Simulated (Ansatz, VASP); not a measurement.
## Two plane-wave programs on CdSe

```
Cd Se
1.0
     0.00000    2.66126    2.66126
     2.66126    0.00000    2.66126
     2.66126    2.66126    0.00000
Cd Se
1 1
Direct
  0.00000 0.00000 0.00000
  0.50000 0.50000 0.50000
```

Alike in both runs: task single point; functional PBE; k mesh 4 × 4 × 4; occupations gaussian, width 0.1 eV; no spin polarisation.

|  | VASP | Ansatz |
| --- | --- | --- |
| version | VASP 6.6.1 | Ansatz 0.2.0 |
| potentials or method | VASP PAW PBE potentials, release 64 (Cd, Se), cutoff 500 eV | scalar-relativistic, plane waves, PAW |
| valence electrons in the cell | 18 | 36 |

|  | VASP | Ansatz | Ansatz less VASP |
| --- | --- | --- | --- |
| gap on the k mesh at the Fermi level (eV) | none | none | - |
| pressure (GPa) | 24.8 | 23.9 | -0.96 |

A gap of «none» marks a metal or a gap that the smearing closes. With one functional, cell and mesh, what is left measures potentials, basis and numerics. VASP's potentials hold 18 valence electrons a cell and Ansatz's 36, so a difference there can come from the potentials and not from the codes.

The k mesh is coarse, so the values compare programs but aren't converged.
